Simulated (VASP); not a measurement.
Write the native input for VASP 6.6.1 that does the following.

```yaml
Task: single point
Functional: PBE
Potentials_or_basis: VASP PAW PBE potentials, release 64 (Mo_sv, S)
Cutoff: 520 eV
k_mesh: 12 × 12 × 2
Occupations: fermi-dirac, width 0.02 eV
Spin: non-collinear spin, zero start, spin-orbit coupling
Starting_moments: "[[0.0, 0.0, 0.0], [0.0, 0.0, 0.0], [0.0, 0.0, 0.0], [0.0, 0.0, 0.0], [0.0, 0.0, 0.0], [0.0, 0.0, 0.0]] μB"
Dipole_correction: no
Further_INCAR_settings: ALGO = Normal; EDIFF = 1e-06; NBANDS = 68
```

The structure of MoS2 lies in POSCAR:

```
MoS2
1.0
    3.1730198511      0.0000000029      0.0000000000
   -1.5865099280      2.7479157963      0.0000000000
    0.0000000000      0.0000000000     12.4358854573
Mo S
2 4
Direct
    0.6666666667      0.3333333333      0.2500000000
    0.3333333333      0.6666666667      0.7500000000
    0.6666666667      0.3333333333      0.6249003799
    0.3333333333      0.6666666667      0.3750996201
    0.6666666667      0.3333333333      0.8750996201
    0.3333333333      0.6666666667      0.1249003799
```

These files were run (other wordings do the same):

INCAR

```
PREC = Accurate ; ENCUT = 520
EDIFF = 1E-6 ; ISMEAR = -1
SIGMA = 0.02 ; LREAL = False
LASPH = True ; NELM = 150
ALGO = Normal ; ISIF = 2
LWAVE = False ; LCHARG = True
MAGMOM = 0 0 0 0 0 0 0 0 0 0 0 0 0 0 0 0 0 0 ; LORBIT = 11
LSORBIT = True ; GGA_COMPAT = False
LORBMOM = True ; LMAXMIX = 4
GGA = PE ; LVHAR = True
NBANDS = 68
```

KPOINTS

```
Automatic mesh
0
Gamma
  12 12 2
```

Potentials or basis: VASP PAW PBE potentials, release 64 (Mo_sv, S).

Run with:

```bash
$ cat potpaw_PBE.64/Mo_sv/POTCAR potpaw_PBE.64/S/POTCAR > POTCAR
$ mpirun -np 1 vasp_ncl > vasp.out
```

Results of the run:

The pressure is 2.3 GPa. The largest force is 0.100 eV/Å and the net moment is 0.00 μB per cell. The valence electrons inside the program's atomic spheres are Mo 12.47; S 3.71.

Caveat: this functional lacks dispersion, which binds the layers, so the pressure and a relaxed spacing across them are unreliable.

It took 15 min on 1 thread of Oxide Virtual Turin-like Processor, with other jobs on the host, peak memory 0.63 GiB.
